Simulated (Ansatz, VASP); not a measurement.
Two plane-wave programs on C

```xyz
8
Lattice="2.5221 0.0000 0.0000 -1.2611 2.1842 0.0000 0.0000 0.0000 8.2371" Properties=species:S:1:pos:R:3 pbc="T T T"
C     1.2611    0.7281    6.9501
C     0.0000    1.4561    2.8315
C     1.2611    0.7281    5.4056
C     0.0000    1.4561    1.2870
C     0.0000    0.0000    7.4649
C     0.0000    0.0000    3.3463
C     0.0000    0.0000    4.8908
C     0.0000    0.0000    0.7722
```

Alike in both runs: task relaxation of cell and atoms; functional RPBE; dispersion D4; k mesh 12 × 12 × 4; occupations fermi-dirac, width 0.05 eV; no spin polarisation.

|  | VASP | Ansatz |
| --- | --- | --- |
| version | VASP 6.6.1 | Ansatz 0.2.0 |
| potentials or method | VASP PAW PBE potentials, release 64 (C) | Ansatz PAW |
| plane-wave cutoff (eV) | 600 | 420 |
| valence electrons in the cell | 32 | 32 |

Ansatz gave:

```
relaxed volume (Å³/atom)                                        : 5.60
relaxed length of the cell vector where the two differ most in proportion (Å) : 2.503
```

**Question.** Estimate VASP's values.

**Answer.** Relaxed volume (Å³/atom): 5.59; relaxed length of the cell vector where the two differ most in proportion (Å): 2.502.

VASP's potentials were made for PBE, not for RPBE.

Noted on Ansatz's run: the plane-wave basis is chosen anew once the cell has moved, so the energies of steps on either side of that aren't comparable.
